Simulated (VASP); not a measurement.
**SnTe3: single point with PBE**

The system is SnTe3.

```xyz
4
Lattice="0.0000 3.8612 3.8612 3.8612 0.0000 3.8612 3.8612 3.8612 0.0000" Properties=species:S:1:pos:R:3 pbc="T T T"
Sn    0.0000    0.0000    0.0000
Te    1.9306    1.9306    1.9306
Te    5.7918    5.7918    5.7918
Te    3.8612    3.8612    3.8612
```

```json
{
  "Program": "VASP 6.6.1",
  "Task": "single point",
  "Functional": "PBE",
  "Potentials or basis": "VASP PAW PBE potentials, release 64 (Sn_d, Te)",
  "Cutoff": "520 eV",
  "k mesh": "12 × 12 × 12",
  "Occupations": "gaussian, width 0.1 eV",
  "Spin": "no spin polarisation"
}
```

```yaml
Pressure: -0.1 GPa
Band_gap_on_the_k_mesh: zero (band 16 reaches 8.11 eV, above the bottom of band 17 at 5.88 eV)
```

Levels at points of the mesh, in eV from the Fermi level:
```
           k point  band 12  band 13  band 14  band 15  band 16  band 17  band 18  band 19  band 20  band 21
(0.00, 0.00, 0.00)    -3.16    -3.14    -3.14    -3.14    -1.69    -1.69    -1.69     3.23     3.23     4.23
(0.50, 0.00, 0.00)    -3.28    -3.28    -1.87    -1.79     0.54     0.54     1.42     1.96     1.96     3.48
(0.50, 0.50, 0.00)    -1.39    -0.80    -0.45    -0.45     0.17     0.33     0.33     2.26     3.43     3.43
```

It took 110 s on 1 thread of Intel(R) Xeon(R) 6975P-C (Granite Rapids), on a shared host, peak memory 0.37 GiB.

Caveat: spin-orbit coupling is left out, which moves the levels of the heavy elements.
